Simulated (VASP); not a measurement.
# Zn2O5 (P-3m1) in VASP: single point with PBE

Aim: the single point of Zn2O5 with PBE.

Program: VASP 6.6.1. These are calculated values, not measurements. Logs are shortened: lines on timing, memory, paths and dates and some standing lists are left out, and cuts for length are marked.

## 1. The cell of the first run

Symmetry: P-3m1, No. 164, trigonal system. Conventional cell: a = 3.173 Å, b = 3.173 Å, c = 8.765 Å, α = 90.00°, β = 90.00°, γ = 120.00°. Zn (site symmetry 3m) has 6 O at 2.11 to 2.21 Å within 2.8 Å. O (site symmetry 3m) has 1 O at 1.36 Å within 1.8 Å. O (site symmetry 3m) has 1 O at 1.36 Å within 1.8 Å. Within 3.0 Å of O (site symmetry -3m) lie 6 Zn at 2.21 Å and 6 O at 2.93 Å.

## 2. Single point, PBE

File POSCAR:

```
Zn2O5
1.0
    3.1728440570      0.0000000000      0.0000000000
   -1.5864220285      2.7477635556      0.0000000000
    0.0000000000      0.0000000000      8.7645148517
Zn O
2 5
Direct
    0.3333333333      0.6666666667      0.1405675177
    0.6666666667      0.3333333333      0.8594324823
    0.6666666667      0.3333333333      0.2603751813
    0.6666666667      0.3333333333      0.4157477321
    0.3333333333      0.6666666667      0.7396248187
    0.3333333333      0.6666666667      0.5842522679
    0.0000000000      0.0000000000      0.0000000000
```

File INCAR.step1:

```
SYSTEM = Zn2O5
ALGO = Normal
EDIFF = 1E-7
ENCUT = 520
GGA = PE
ISIF = 2
ISMEAR = 0
LASPH = .True.
LCHARG = .True.
LREAL = .False.
LWAVE = .False.
NBANDS = 36
NELM = 60
PREC = Accurate
SIGMA = 0.1
```

File KPOINTS.step1:

```
k-points
0
Gamma
  12 12 4
  0 0 0
```

File INCAR.step2:

```
SYSTEM = Zn2O5
ALGO = Normal
EDIFF = 1E-7
ENCUT = 520
GGA = PE
ICHARG = 11
ISIF = 2
ISMEAR = -5
LASPH = .True.
LCHARG = .False.
LORBIT = 11
LREAL = .False.
LWAVE = .False.
NBANDS = 36
NEDOS = 2001
NELM = 60
PREC = Accurate
SIGMA = 0.1
```

File KPOINTS.step2:

```
k-points
0
Gamma
  18 18 6
  0 0 0
```

Potentials or basis: VASP PAW PBE potentials, release 64 (Zn, O).

Launch:

```console
$ cat potpaw_PBE.64/Zn/POTCAR potpaw_PBE.64/O/POTCAR > POTCAR
$ cp INCAR.step1 INCAR
$ cp KPOINTS.step1 KPOINTS
$ mpirun -np 1 vasp_std > vasp.out
$ cp INCAR.step2 INCAR
$ cp KPOINTS.step2 KPOINTS
$ mpirun -np 1 vasp_std > vasp.out
```

OUTCAR:

```text
SYSTEM = Zn2O5
   EDIFF = 1E-7
   ENCUT = 520
   GGA = PE
   ICHARG = 11
   ISIF = 2
   ISMEAR = -5
   LASPH = .True.
   LORBIT = 11
   LREAL = .False.
   NELM = 60
   PREC = Accurate

 ion  position               nearest neighbor table
   1  0.333  0.667  0.141-   3 2.11   3 2.11   3 2.11   7 2.21   7 2.21   7 2.21
   2  0.667  0.333  0.859-   5 2.11   5 2.11   5 2.11   7 2.21   7 2.21   7 2.21
   3  0.667  0.333  0.260-   4 1.36   1 2.11   1 2.11   1 2.11
   4  0.667  0.333  0.416-   3 1.36
   5  0.333  0.667  0.740-   6 1.36   2 2.11   2 2.11   2 2.11
   6  0.333  0.667  0.584-   5 1.36
   7  0.000  0.000  0.000-   1 2.21   2 2.21   1 2.21   2 2.21   2 2.21   1 2.21

  LATTYP: Found a hexagonal cell.
 ALAT       =     3.1728440570
 C/A-ratio  =     2.7623528589

  Lattice vectors:

 A1 = (   3.1728440570,   0.0000000000,   0.0000000000)
 A2 = (  -1.5864220285,   2.7477635556,   0.0000000000)
 A3 = (   0.0000000000,   0.0000000000,   8.7645148517)

Analysis of symmetry for initial positions (statically):
=====================================================================
 Subroutine PRICEL returns:
 Original cell was already a primitive cell.

 Routine SETGRP: Setting up the symmetry group for a
 hexagonal supercell.

 Subroutine GETGRP returns: Found 12 space group operations
 (whereof 12 operations were pure point group operations)
 out of a pool of 24 trial point group operations.

The static configuration has the point symmetry D_3d.

Analysis of symmetry for dynamics (positions and initial velocities):
=====================================================================
 Subroutine PRICEL returns:
 Original cell was already a primitive cell.

 Routine SETGRP: Setting up the symmetry group for a
 hexagonal supercell.

 Subroutine GETGRP returns: Found 12 space group operations
 (whereof 12 operations were pure point group operations)
 out of a pool of 24 trial point group operations.

The dynamic configuration has the point symmetry D_3d.

 Subroutine INISYM returns: Found 12 space group operations
 (whereof 12 operations are pure point group operations),
 and found     1 'primitive' translations

----------------------------------------------------------------------------------------

                                     Primitive cell

[... 114 lines left out ...]
   NUPDOWN=      -1.0000    fix difference up-down
   EMIN   =  10.00;   EMAX   =-10.00  energy-range for DOS
   EFERMI =   0.00;   METHOD = LEGACY
   ISMEAR =    -5;   SIGMA  =   0.10  broadening in eV -4-tet -1-fermi 0-gaus
   EFERMI_NEDOS =   21; number of points for ismear=-14 and -15
   IALGO  =     38    algorithm
   IMIX   =      4    mixing-type and parameters
     AMIX     =   0.40;   BMIX     =  1.00
     AMIX_MAG =   1.60;   BMIX_MAG =  1.00
  volume/ion in A,a.u.               =      10.92        73.66
  Fermi-wavevector in a.u.,A,eV,Ry     =   1.458212  2.755622 28.931199  2.126383
  Thomas-Fermi vector in A             =   2.574923
   LORBIT       =     11    0 simple, 1 ext, 2 COOP (PROOUT), +10 PAW based schemes
   GGA     = PE    functional components
   LHFCALC =     F    Hartree Fock is set to
   AEXX    =    0.0000 exact exchange contribution
   IVDW    =     0    specifies the selected vdW correction
   LEPSILON=     F    determine dielectric tensor
   LRPA    =     F    only Hartree local field effects (RPA)
 non-spin polarized calculation
 Fermi weights with tetrahedron method with Bloechl corrections
  energy-cutoff  :      520.00
  volume of cell :       76.41
 maximum number of plane-waves:      2082

 number of electron      53.9999957 magnetization

 Free energy of the ion-electron system (eV)
  ---------------------------------------------------
  ext. energy  EPLUGINS =         0.00000000
  ---------------------------------------------------
  free energy    TOTEN  =       -29.66976972 eV

  energy without entropy =      -29.66976972  energy(sigma->0) =      -29.66976972

 E-fermi :   2.2172     XC(G=0): -10.6994

 val. band max:        2.2061939589   @ k =   0.0000   0.1111   0.3333
 cond. band min:       2.2099114371   @ k =   0.3333   0.2222   0.3333
 fundamental gap:      0.0037174782
 Fermi energy:         2.2171510082

 k-point     1 :       0.0000    0.0000    0.0000
  band No.  band energies     occupation
      1     -21.6888      2.00000
      2     -21.4540      2.00000
      3     -16.9164      2.00000
      4     -13.7757      2.00000
      5     -12.9684      2.00000
      6      -6.1601      2.00000
[... 925 lines left out ...]
     35      11.5148      0.00000
     36      11.9636      0.00000

 [... further k-points ...]

------------------------ aborting loop because EDIFF is reached ----------------------------------------

  FORCE on cell =-STRESS in cart. coord.  units (eV):
  Direction    XX          YY          ZZ          XY          YZ          ZX
  --------------------------------------------------------------------------------------
  -------------------------------------------------------------------------------------
  Total        0.1272863      0.1272863      1.0445229      0.0000000      0.0000000      0.0000000
  in kB        2.6689237      2.6689237     21.9014362      0.0000000      0.0000000      0.0000000
  external PRESSURE =       9.0797612 kB  Pullay stress =       0.0000000 kB

 VOLUME and BASIS-vectors are now :
 -----------------------------------------------------------------------------
  energy-cutoff  :      520.00
  volume of cell :       76.41
      direct lattice vectors                 reciprocal lattice vectors
     3.172844057  0.000000000  0.000000000     0.315174645  0.181966166  0.000000000
    -1.586422028  2.747763556  0.000000000     0.000000000  0.363932333  0.000000000
     0.000000000  0.000000000  8.764514852     0.000000000  0.000000000  0.114096447

 POSITION                                       TOTAL-FORCE (eV/Angst)
 -----------------------------------------------------------------------------------
     -0.00000      1.83184      1.23201        -0.000000      0.000000     -0.006957
      1.58642      0.91592      7.53251         0.000000     -0.000000      0.006957
      1.58642      0.91592      2.28206         0.000000      0.000000     -0.313489
      1.58642      0.91592      3.64383         0.000000      0.000000      0.381497
     -0.00000      1.83184      6.48245        -0.000000     -0.000000      0.313489
     -0.00000      1.83184      5.12069         0.000000      0.000000     -0.381497
      0.00000      0.00000      0.00000         0.000000      0.000000      0.000000
 -----------------------------------------------------------------------------------
    total drift:                               -0.000000      0.000000      0.000000

  FREE ENERGIE OF THE ION-ELECTRON SYSTEM (eV)
  ---------------------------------------------------
  free  energy   TOTEN  =       -29.6697697158 eV

  energy  without entropy=      -29.6697697158  energy(sigma->0) =      -29.66976972

 total charge

# of ion       s       p       d       tot
------------------------------------------
    1        0.419   0.357   9.878  10.655
    2        0.419   0.357   9.878  10.655
    3        1.571   3.387   0.000   4.958
    4        1.635   3.145   0.000   4.780
    5        1.571   3.387   0.000   4.958
    6        1.635   3.145   0.000   4.780
    7        1.565   3.382   0.000   4.947
--------------------------------------------------
tot          8.814  17.161  19.757  45.731
```

OUTCAR.step1:

```text
SYSTEM = Zn2O5
   EDIFF = 1E-7
   ENCUT = 520
   GGA = PE
   ISIF = 2
[... 1178 lines left out ...]
      1.58642      0.91592      3.64383         0.000000     -0.000000      0.376538
     -0.00000      1.83184      6.48245         0.000000     -0.000000      0.312768
     -0.00000      1.83184      5.12069        -0.000000      0.000000     -0.376538
      0.00000      0.00000      0.00000        -0.000000      0.000000      0.000000
 -----------------------------------------------------------------------------------
    total drift:                                0.000000     -0.000000      0.000000

  FREE ENERGIE OF THE ION-ELECTRON SYSTEM (eV)
  ---------------------------------------------------
  free  energy   TOTEN  =       -29.6741953386 eV

  energy  without entropy=      -29.6638957433  energy(sigma->0) =      -29.66904554
```

OSZICAR.step1:

```text
N       E                     dE             d eps       ncg     rms          rms(c)
DAV:   1     0.565660842863E+03    0.56566E+03   -0.26628E+04  4984   0.197E+03
DAV:   2     0.398901306427E+02   -0.52577E+03   -0.49859E+03  5268   0.476E+02
DAV:   3    -0.306841471180E+02   -0.70574E+02   -0.68715E+02  5712   0.170E+02
DAV:   4    -0.330597888119E+02   -0.23756E+01   -0.23505E+01  6036   0.322E+01
DAV:   5    -0.330800637705E+02   -0.20275E-01   -0.20262E-01  5740   0.313E+00    0.135E+01
DAV:   6    -0.297978469332E+02    0.32822E+01   -0.67832E+00  7632   0.615E+01    0.913E+00
DAV:   7    -0.297250446345E+02    0.72802E-01   -0.29720E+00  6380   0.170E+01    0.454E+00
DAV:   8    -0.296802419444E+02    0.44803E-01   -0.30287E-01  5436   0.433E+00    0.184E+00
DAV:   9    -0.296739402911E+02    0.63017E-02   -0.47611E-02  5916   0.225E+00    0.416E-01
DAV:  10    -0.296739108513E+02    0.29440E-04   -0.15349E-02  6808   0.128E+00    0.201E-01
DAV:  11    -0.296741499959E+02   -0.23914E-03   -0.46507E-03  5528   0.480E-01    0.791E-02
DAV:  12    -0.296741443321E+02    0.56638E-05   -0.48568E-04  5944   0.208E-01    0.294E-02
DAV:  13    -0.296741889299E+02   -0.44598E-04   -0.15131E-04  5700   0.853E-02    0.147E-02
DAV:  14    -0.296741948718E+02   -0.59419E-05   -0.12817E-05  5940   0.371E-02    0.665E-03
DAV:  15    -0.296741960792E+02   -0.12074E-05   -0.61439E-06  7240   0.195E-02    0.313E-03
DAV:  16    -0.296741953044E+02    0.77479E-06   -0.72300E-07  5952   0.929E-03    0.136E-03
DAV:  17    -0.296741953386E+02   -0.34129E-07   -0.17891E-07  3592   0.336E-03
   1 F= -.29674195E+02 E0= -.29669046E+02  d E =-.102996E-01
```

Run time: 5.1 min. Hardware: 1 thread of Intel Xeon Platinum 8488C (Sapphire Rapids), shared host; peak memory 0.49 GiB.

Results:

```yaml
Valence_electrons_inside_the_program's_atomic_spheres: Zn 10.65; O 4.96, 4.78, 4.95 (each value once)
```

Caveat: tetrahedron occupations give inexact forces and stress in metals.
